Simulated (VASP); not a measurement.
Write the native input for VASP 6.6.1 that does the following.

| Quantity | Value |
| --- | --- |
| Task | single point |
| Functional | PBE |
| Potentials or basis | VASP PAW PBE potentials, release 64 (Be, S) |
| Cutoff | 520 eV |
| k mesh | 12 × 12 × 12 |
| Occupations | gaussian, width 0.05 eV |
| Spin | no spin polarisation |
| Dipole correction | no |
| Further INCAR settings | ALGO = Normal; EDIFF = 1e-06; NBANDS = 11 |

The structure of BeS lies in POSCAR:

```
BeS
1.0
    0.0000000000      2.4330565376      2.4330565376
    2.4330565376      0.0000000000      2.4330565376
    2.4330565376      2.4330565376      0.0000000000
Be S
1 1
Direct
    0.0000000000      0.0000000000      0.0000000000
    0.7500000000      0.7500000000      0.7500000000
```

The input as run:

INCAR

```
SYSTEM = BeS
PREC = Accurate ; ENCUT = 520
EDIFF = 1E-6 ; ISMEAR = 0
SIGMA = 0.05 ; LREAL = .FALSE.
LASPH = .TRUE. ; NELM = 100
ALGO = Normal ; ISIF = 2
LWAVE = .FALSE. ; LCHARG = .FALSE.
GGA = PE ; NBANDS = 11
```

KPOINTS

```
regular mesh
0
G
  12 12 12
  0 0 0
```

Potentials or basis: VASP PAW PBE potentials, release 64 (Be, S).

The run is started by

```bash
$ cat potpaw_PBE.64/Be/POTCAR potpaw_PBE.64/S/POTCAR > POTCAR
$ mpirun -np 1 vasp_std > vasp.out
```

It gave:

* Pressure: 0.6 GPa
* Band gap on the k mesh: 3.13 eV, indirect (least direct gap 5.67 eV)

Run time: 19 s on 1 thread of Intel(R) Xeon(R) Platinum 8375C CPU @ 2.90GHz (Ice Lake), with other jobs on the host, peak memory 0.16 GiB.
